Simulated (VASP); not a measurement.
# SnO2 (P6_3/mmc) in VASP: further runs

SnO2 is run at these levels: PBE+D3(BJ); tasks: single point.

All numbers are computed with VASP 6.6.1; they aren't measurements. Logs are shortened: lines on timing, memory, paths and dates and some standing lists are left out, and cuts for length are marked.

**1. The cell of the first run**

It takes space group P6_3/mmc (No. 194, hexagonal). The conventional cell has a = 3.184 Å, b = 3.184 Å, c = 10.511 Å, α = 90.00°, β = 90.00°, γ = 120.00°. Within 3.0 Å of Sn (site symmetry -3m) lie 6 O at 2.24 Å. Within 3.0 Å of O (site symmetry 3m) lie 3 Sn at 2.24 Å and 1 O at 2.68 Å.

**2. Single point, PBE+D3(BJ)**

INCAR

```
  PREC = Accurate
  ENCUT = 520
  EDIFF = 1E-7
  ISMEAR = 0
  SIGMA = 0.05
  LREAL = False
  LASPH = True
  NELM = 80
  ALGO = Normal
  ISIF = 2
  LWAVE = False
  LCHARG = False
  GGA = PE
  IVDW = 12
  NBANDS = 35
```

KPOINTS

```
Automatic mesh
0
Gamma
  12 12 4
```

POSCAR

```
SnO2
1.0
    3.1838236891      0.0000000000      0.0000000000
   -1.5919118445      2.7572721960      0.0000000000
    0.0000000000      0.0000000000     10.5113939096
Sn O
2 4
Direct
    0.0000000000      0.0000000000      0.5000000000
    0.0000000000      0.0000000000      0.0000000000
    0.6666666667      0.3333333333      0.3775959558
    0.6666666667      0.3333333333      0.1224040442
    0.3333333333      0.6666666667      0.6224040442
    0.3333333333      0.6666666667      0.8775959558
```

Potentials or basis: VASP PAW PBE potentials, release 64 (Sn_d, O).

The run is started by

```
> cat potpaw_PBE.64/Sn_d/POTCAR potpaw_PBE.64/O/POTCAR > POTCAR
> mpirun -np 1 vasp_std > vasp.out
```

OUTCAR:

```text
PREC = Accurate
   ENCUT = 520
   EDIFF = 1E-7
   ISMEAR = 0
   LREAL = False
   LASPH = True
   NELM = 80
   ISIF = 2
   GGA = PE
   IVDW = 12
 IVDW          = 12

 ion  position               nearest neighbor table
   1  0.000  0.000  0.500-   3 2.24   5 2.24   3 2.24   5 2.24   3 2.24   5 2.24
   2  0.000  0.000  0.000-   4 2.24   6 2.24   4 2.24   6 2.24   4 2.24   6 2.24
   3  0.667  0.333  0.378-   1 2.24   1 2.24   1 2.24
   4  0.667  0.333  0.122-   2 2.24   2 2.24   2 2.24
   5  0.333  0.667  0.622-   1 2.24   1 2.24   1 2.24
   6  0.333  0.667  0.878-   2 2.24   2 2.24   2 2.24

  LATTYP: Found a hexagonal cell.
 ALAT       =     3.1838236891
 C/A-ratio  =     3.3015000000

  Lattice vectors:

 A1 = (   3.1838236891,   0.0000000000,   0.0000000000)
 A2 = (  -1.5919118445,   2.7572721960,   0.0000000000)
 A3 = (   0.0000000000,   0.0000000000,  10.5113939096)

Analysis of symmetry for initial positions (statically):
=====================================================================
 Subroutine PRICEL returns:
 Original cell was already a primitive cell.

 Routine SETGRP: Setting up the symmetry group for a
 hexagonal supercell.

 Subroutine GETGRP returns: Found 24 space group operations
 (whereof 12 operations were pure point group operations)
 out of a pool of 24 trial point group operations.

The static configuration has the point symmetry D_3d.
 The point group associated with its full space group is D_6h.

Analysis of symmetry for dynamics (positions and initial velocities):
=====================================================================
 Subroutine PRICEL returns:
 Original cell was already a primitive cell.

 Routine SETGRP: Setting up the symmetry group for a
 hexagonal supercell.

 Subroutine GETGRP returns: Found 24 space group operations
 (whereof 12 operations were pure point group operations)
 out of a pool of 24 trial point group operations.

The dynamic configuration has the point symmetry D_3d.
 The point group associated with its full space group is D_6h.

 Subroutine INISYM returns: Found 24 space group operations
 (whereof 12 operations are pure point group operations),
 and found     1 'primitive' translations

----------------------------------------------------------------------------------------

                                     Primitive cell

  volume of cell :      92.2760

  direct lattice vectors                    reciprocal lattice vectors
     3.183823689  0.000000000  0.000000000     0.314087744  0.181338644  0.000000000
    -1.591911845  2.757272196  0.000000000     0.000000000  0.362677287  0.000000000
     0.000000000  0.000000000 10.511393910     0.000000000  0.000000000  0.095134861

  length of vectors
     3.183823689  3.183823689 10.511393910     0.362677287  0.362677287  0.095134861

  position of ions in fractional coordinates (direct lattice)
     0.000000000  0.000000000  0.500000000
     0.000000000  0.000000000  0.000000000
     0.666666667  0.333333333  0.377595956
     0.666666667  0.333333333  0.122404044
     0.333333333  0.666666667  0.622404044
     0.333333333  0.666666667  0.877595956

  ion indices of the primitive-cell ions
   primitive index   ion index
                 1           1
                 2           2
                 3           3
                 4           4
                 5           5
                 6           6

----------------------------------------------------------------------------------------

 KPOINTS: Automatic mesh

Automatic generation of k-mesh.
 Grid dimensions read from file:
 generate k-points for:   12   12    4

 Generating k-lattice:

  Cartesian coordinates                     Fractional coordinates (reciprocal lattice)
     0.026173979  0.015111554  0.000000000     0.083333333  0.000000000  0.000000000
     0.000000000  0.030223107  0.000000000     0.000000000  0.083333333  0.000000000
     0.000000000  0.000000000  0.023783715     0.000000000  0.000000000  0.250000000

  Length of vectors
     0.030223107  0.030223107  0.023783715

  Shift w.r.t. Gamma in fractional coordinates (k-lattice)
     0.000000000  0.000000000  0.000000000

 Subroutine IBZKPT returns following result:
 ===========================================

 Found     57 irreducible k-points:

 Following reciprocal coordinates:
            Coordinates               Weight
  0.000000  0.000000  0.000000      1.000000
  0.083333  0.000000  0.000000      6.000000
  0.166667 -0.000000  0.000000      6.000000
  0.250000  0.000000  0.000000      6.000000
  0.333333 -0.000000  0.000000      6.000000
  0.416667 -0.000000  0.000000      6.000000
[... 16 lines left out ...]
  0.250000  0.000000  0.250000     12.000000
  0.333333 -0.000000  0.250000     12.000000
 [... further k-points ...]
   k-points           NKPTS =     57   k-points in BZ     NKDIM =     57   number of bands    NBANDS=     35
   number of dos      NEDOS =    301   number of ions     NIONS =      6
   total plane-waves  NPLWV =  46080
   dimension x,y,z NGX =    24 NGY =   24 NGZ =   80
   dimension x,y,z NGXF=    48 NGYF=   48 NGZF=  160
   ions per type =               2   4
   NGX,Y,Z   is equivalent  to a cutoff of  12.53, 12.53, 12.65 a.u.
   NGXF,Y,Z  is equivalent  to a cutoff of  25.06, 25.06, 25.31 a.u.
 SYSTEM =  unknown system
   PREC   = accura    normal or accurate (medium, high low for compatibility)
   ISTART =      0    job   : 0-new  1-cont  2-samecut
   ICHARG =      2    charge: 1-file 2-atom 10-const
   ISPIN  =      1    spin polarized calculation?
   LNONCOLLINEAR =      F non collinear calculations
   LSORBIT =      F    spin-orbit coupling
   LASPH  =      T    aspherical Exc in radial PAW
   ENCUT  =  520.0 eV  38.22 Ry    6.18 a.u.   5.92  5.92 19.54*2*pi/ulx,y,z
   NELM   =     80;   NELMIN=  2; NELMDL= -5     # of ELM steps
   EDIFF  = 0.1E-06   stopping-criterion for ELM
   LREAL  =      F    real-space projection
   EDIFFG = 0.1E-05   stopping-criterion for IOM
   NSW    =      0    number of steps for IOM
   IBRION =     -1    ionic relax: 0-MD 1-quasi-New 2-CG
   NFREE  =      0    steps in history (QN), initial steepest desc. (CG)
   ISIF   =      2    stress and relaxation
   ISYM   =      2    0-nonsym 1-usesym 2-fastsym
   POTIM  = 0.5000    time-step for ionic-motion
   TEBEG  =    0.0;   TEEND  =   0.0 temperature during run
   PSTRESS=    0.0 pullay stress
   NELECT =      52.0000    total number of electrons
   NUPDOWN=      -1.0000    fix difference up-down
   EMIN   =  10.00;   EMAX   =-10.00  energy-range for DOS
   EFERMI =   0.00;   METHOD = LEGACY
   ISMEAR =     0;   SIGMA  =   0.05  broadening in eV -4-tet -1-fermi 0-gaus
   EFERMI_NEDOS =   21; number of points for ismear=-14 and -15
   IALGO  =     38    algorithm
   IMIX   =      4    mixing-type and parameters
     AMIX     =   0.40;   BMIX     =  1.00
     AMIX_MAG =   1.60;   BMIX_MAG =  1.00
  volume/ion in A,a.u.               =      15.38       103.78
  Fermi-wavevector in a.u.,A,eV,Ry     =   1.352217  2.555319 24.878116  1.828490
  Thomas-Fermi vector in A             =   2.479574
   LORBIT       =      0    0 simple, 1 ext, 2 COOP (PROOUT), +10 PAW based schemes
   GGA     = PE    functional components
   LHFCALC =     F    Hartree Fock is set to
   AEXX    =    0.0000 exact exchange contribution
   IVDW    =    12    specifies the selected vdW correction
   LEPSILON=     F    determine dielectric tensor
   LRPA    =     F    only Hartree local field effects (RPA)
 non-spin polarized calculation
 Gauss-broadening in eV      SIGMA  =   0.05
  energy-cutoff  :      520.00
  volume of cell :       92.28
 maximum number of plane-waves:      2514
 NGX is ok and might be reduce to    24
   NGX = 11   NGY = 11   NGZ = 39

 number of electron      51.9999999 magnetization

 Free energy of the ion-electron system (eV)
  ---------------------------------------------------
  ext. energy  EPLUGINS =         0.00000000
  ---------------------------------------------------
  free energy    TOTEN  =       -34.64040976 eV

  energy without entropy =      -34.64040976  energy(sigma->0) =      -34.64040976

 E-fermi :   2.9924     XC(G=0):  -9.8041

 val. band max:        2.7660072204   @ k =   0.2500   0.1667   0.0000
 cond. band min:       4.1761843743   @ k =   0.0000   0.0000   0.0000
 fundamental gap:      1.4101771539
 Fermi energy:         2.9923900035

 k-point     1 :       0.0000    0.0000    0.0000
  band No.  band energies     occupation
      1     -17.4361      2.00000
      2     -17.4361      2.00000
      3     -17.4360      2.00000
      4     -17.4360      2.00000
      5     -17.3978      2.00000
      6     -17.3976      2.00000
[... 27 lines left out ...]
     34      13.7761      0.00000
     35      13.7815      0.00000

 k-point     2 :       0.0833    0.0000    0.0000
  band No.  band energies     occupation
      1     -17.4555      2.00000
      2     -17.4550      2.00000
      3     -17.4195      2.00000
      4     -17.4194      2.00000
      5     -17.3838      2.00000
      6     -17.3836      2.00000
[... 27 lines left out ...]
     34      13.7327      0.00000
     35      13.8503      0.00000

 k-point     3 :       0.1667   -0.0000    0.0000
  band No.  band energies     occupation
      1     -17.5230      2.00000
      2     -17.5208      2.00000
      3     -17.3740      2.00000
      4     -17.3740      2.00000
      5     -17.3456      2.00000
      6     -17.3451      2.00000
[... 27 lines left out ...]
     34      13.5993      0.00000
     35      13.8939      0.00000

 k-point     4 :       0.2500    0.0000    0.0000
  band No.  band energies     occupation
      1     -17.6315      2.00000
      2     -17.6269      2.00000
      3     -17.3582      2.00000
      4     -17.3566      2.00000
      5     -17.3122      2.00000
      6     -17.3122      2.00000
[... 27 lines left out ...]
     34      13.3935      0.00000
     35      13.9951      0.00000

 k-point     5 :       0.3333   -0.0000    0.0000
  band No.  band energies     occupation
      1     -17.7431      2.00000
      2     -17.7368      2.00000
      3     -17.3933      2.00000
      4     -17.3920      2.00000
      5     -17.2651      2.00000
      6     -17.2649      2.00000
[... 638 lines left out ...]
 k-point    22 :       0.1667   -0.0000    0.2500
  band No.  band energies     occupation
      1     -17.5227      2.00000
      2     -17.5212      2.00000
      3     -17.3740      2.00000
      4     -17.3740      2.00000
      5     -17.3455      2.00000
      6     -17.3451      2.00000
[... 27 lines left out ...]
     34      13.5890      0.00000
     35      14.0355      0.00000

 k-point    23 :       0.2500    0.0000    0.2500
  band No.  band energies     occupation
      1     -17.6308      2.00000
      2     -17.6276      2.00000
      3     -17.3580      2.00000
      4     -17.3569      2.00000
      5     -17.3122      2.00000
      6     -17.3122      2.00000
[... 27 lines left out ...]
     34      13.3822      0.00000
     35      14.1254      0.00000

 k-point    24 :       0.3333   -0.0000    0.2500
  band No.  band energies     occupation
      1     -17.7422      2.00000
      2     -17.7377      2.00000
      3     -17.3931      2.00000
      4     -17.3922      2.00000
      5     -17.2651      2.00000
      6     -17.2649      2.00000
[... 27 lines left out ...]
     34      13.1585      0.00000
     35      13.8793      0.00000

 [... further k-points ...]

------------------------ aborting loop because EDIFF is reached ----------------------------------------

 Edisp (eV)   -0.99128

 E8    (eV) :    -0.3882

  FORCE on cell =-STRESS in cart. coord.  units (eV):
  Direction    XX          YY          ZZ          XY          YZ          ZX
  --------------------------------------------------------------------------------------
  -------------------------------------------------------------------------------------
  Total      -4.32773    -4.32773   -14.01713    -0.00000     0.00000     0.00000
  in kB     -75.14176   -75.14176  -243.37766    -0.00000     0.00000     0.00000
  external pressure =     -131.22 kB  Pullay stress =        0.00 kB

 VOLUME and BASIS-vectors are now :
 -----------------------------------------------------------------------------
  energy-cutoff  :      520.00
  volume of cell :       92.28
      direct lattice vectors                 reciprocal lattice vectors
     3.183823689  0.000000000  0.000000000     0.314087744  0.181338644  0.000000000
    -1.591911845  2.757272196  0.000000000     0.000000000  0.362677287  0.000000000
     0.000000000  0.000000000 10.511393910     0.000000000  0.000000000  0.095134861

 POSITION                                       TOTAL-FORCE (eV/Angst)
 -----------------------------------------------------------------------------------
      0.00000      0.00000      5.25570        -0.000000     -0.000000      0.000000
      0.00000      0.00000      0.00000        -0.000000     -0.000000      0.000000
      1.59191      0.91909      3.96906        -0.000000      0.000000      3.047926
      1.59191      0.91909      1.28664        -0.000000      0.000000     -3.047926
     -0.00000      1.83818      6.54233         0.000000     -0.000000     -3.047926
     -0.00000      1.83818      9.22476         0.000000     -0.000000      3.047926
 -----------------------------------------------------------------------------------
    total drift:                                0.000000      0.000000      0.000000

  FREE ENERGIE OF THE ION-ELECTRON SYSTEM (eV)
  ---------------------------------------------------
  free  energy   TOTEN  =       -35.6316941172 eV

  energy  without entropy=      -35.6316941172  energy(sigma->0) =      -35.63169412
```

Run time: 89 s. Hardware: 1 thread of Intel Xeon 6975P-C (Granite Rapids), shared host; peak memory 0.29 GiB.

What came out:

```yaml
Free_energy: -35.6317 eV
Pressure: -13.1 GPa
Largest_force: 3.048 eV/Å
Band_gap_on_the_k_mesh: 1.41 eV (least direct gap 1.56 eV)
Dispersion_energy_per_atom: -0.165 eV
```

Forces in eV/Å, atoms in the order of the input:
```
Sn   0.000  0.000  0.000
Sn   0.000  0.000  0.000
O    0.000  0.000  3.048
O    0.000  0.000 -3.048
O    0.000  0.000 -3.048
O    0.000  0.000  3.048
```

Levels at points of the mesh, in eV from the valence-band top:
| k point | band 24 | band 25 | band 26 | band 27 | band 28 | band 29 |
| --- | --- | --- | --- | --- | --- | --- |
| (0.00, 0.00, 0.00) | -0.40 | -0.40 | -0.15 | 1.41 | 2.65 | 4.94 |
| (0.50, 0.00, 0.00) | -0.63 | -0.47 | -0.02 | 3.49 | 3.86 | 5.20 |
| (0.00, 0.00, 0.50) | -0.45 | -0.45 | -0.45 | 2.13 | 2.13 | 5.21 |
| (0.50, 0.00, 0.50) | -0.55 | -0.45 | -0.45 | 3.67 | 3.67 | 5.54 |

Caveat: the stress differs along the axes, from -24 to -8 GPa; spin-orbit coupling is left out, which moves the levels of the heavy elements; forces of over 1 eV/Å act on the atoms, so gaps and moduli don't describe the material at rest.

**3. Single point, PBE+D3(BJ)**

INCAR

```
ALGO = Normal
EDIFF = 1E-7
ENCUT = 520
GGA = PE
ISIF = 2
ISMEAR = 0
IVDW = 12
LASPH = True
LCHARG = True
LELF = True
LREAL = False
LVHAR = True
LWAVE = False
NBANDS = 35
NELM = 60
PREC = Accurate
SIGMA = 0.05
```

KPOINTS

```
k-points
0
Gamma
  12 12 4
```

POSCAR

```
SnO2
1.0
    3.1838236891      0.0000000000      0.0000000000
   -1.5919118445      2.7572721960      0.0000000000
    0.0000000000      0.0000000000     10.5113939096
Sn O
2 4
Direct
    0.0000000000      0.0000000000      0.5000000000
    0.0000000000      0.0000000000      0.0000000000
    0.6666666667      0.3333333333      0.3824347919
    0.6666666667      0.3333333333      0.1175652081
    0.3333333333      0.6666666667      0.6175652081
    0.3333333333      0.6666666667      0.8824347919
```

Potentials or basis: VASP PAW PBE potentials, release 64 (Sn_d, O).

The run is started by

```
> cat potpaw_PBE.64/Sn_d/POTCAR potpaw_PBE.64/O/POTCAR > POTCAR
> mpirun -np 1 vasp_std > vasp.out
```

It took 94 s on 1 thread of Intel Xeon 6975P-C (Granite Rapids), shared host; peak memory 0.29 GiB.

Results (log left out):

| Property | Result |
| --- | --- |
| Free energy | -36.1990 eV |
| Pressure | -10.9 GPa |
| Largest force | 2.522 eV/Å |
| Band gap on the k mesh | 1.62 eV (least direct gap 1.77 eV) |
| Dispersion energy per atom | -0.165 eV |

Forces on the atoms (eV/Å):
```
Sn   0.000  0.000  0.000
Sn   0.000  0.000  0.000
O    0.000  0.000  2.522
O    0.000  0.000 -2.522
O    0.000  0.000 -2.522
O    0.000  0.000  2.522
```

Stress tensor (GPa, compression positive):
```
 -6.40   0.00   0.00
  0.00  -6.40   0.00
  0.00   0.00 -19.82
```

Levels at points of the mesh, in eV from the valence-band top:
| k point | band 24 | band 25 | band 26 | band 27 | band 28 | band 29 |
| --- | --- | --- | --- | --- | --- | --- |
| (0.00, 0.00, 0.00) | -0.47 | -0.47 | -0.15 | 1.62 | 2.74 | 5.05 |
| (0.50, 0.00, 0.00) | -0.62 | -0.49 | -0.02 | 3.88 | 4.19 | 5.65 |
| (0.00, 0.00, 0.50) | -0.51 | -0.51 | -0.51 | 2.24 | 2.24 | 5.30 |
| (0.50, 0.00, 0.50) | -0.55 | -0.40 | -0.40 | 4.03 | 4.03 | 5.96 |

Caveat: the stress differs along the axes, from -20 to -6 GPa; spin-orbit coupling is left out, which moves the levels of the heavy elements; forces of over 1 eV/Å act on the atoms, so gaps and moduli don't describe the material at rest. A k mesh can miss the band edges.

(Part 1 of 2 ends here.)
